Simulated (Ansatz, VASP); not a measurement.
One calculation of Zr, two programs

The input INCAR:

```
SYSTEM = Zr
ALGO = Normal ; EDIFF = 1E-8
ENCUT = 520 ; GGA = PS
ISIF = 2 ; ISMEAR = -1
LASPH = .TRUE. ; LCHARG = .FALSE.
LEFG = .TRUE. ; LREAL = .FALSE.
LWAVE = .FALSE. ; NBANDS = 12
NELM = 80 ; PREC = Accurate
SIGMA = 0.08
```

Contents of KPOINTS:

```
k-points
0
G
  14 14 14
  0 0 0
```

File POSCAR:

```
Zr
1.0
   -1.8160133332      1.8160133332      1.8160133332
    1.8160133332     -1.8160133332      1.8160133332
    1.8160133332      1.8160133332     -1.8160133332
Zr
1
Direct
    0.0000000000      0.0000000000      0.0000000000
```

Input for Ansatz:

```yaml
crystal:
  lattice:
    - [-1.8160133332, 1.8160133332, 1.8160133332]
    - [1.8160133332, -1.8160133332, 1.8160133332]
    - [1.8160133332, 1.8160133332, -1.8160133332]
  atoms:
    - { symbol: Zr, position: [0.0, 0.0, 0.0] }
kpoints:
  mp_grid: { grid: [14, 14, 14] }
scf:
  occupations: { method: fermi_dirac, width: 0.08 }
hamiltonian:
  xc: pbesol
  pseudopotentials: { kind: all_electron, datasets: crystal }
output:
  forces: true
  stress: true
  eigenvalues: true
  efg: { contact_densities: true }
```

Change from the starting cell: volume scaled by 1.01, crystal datasets.

Alike in both runs: task electric field gradients; functional PBEsol; k mesh 14 × 14 × 14; occupations fermi-dirac, width 0.08 eV; no spin polarisation.

|  | VASP | Ansatz |
| --- | --- | --- |
| version | VASP 6.6.1 | Ansatz 0.2.0 |
| potentials or method | VASP PAW PBE potentials, release 64 (Zr_sv), cutoff 520 eV | all-electron PAW with datasets made for the crystal, scalar-relativistic |

```csv
,VASP,Ansatz,Ansatz less VASP
pressure (GPa),-7.3,-7.4,-0.04
```

VASP's potentials were made for PBE, not for PBEsol. Ansatz ran all-electron here, and VASP with PAW potentials.
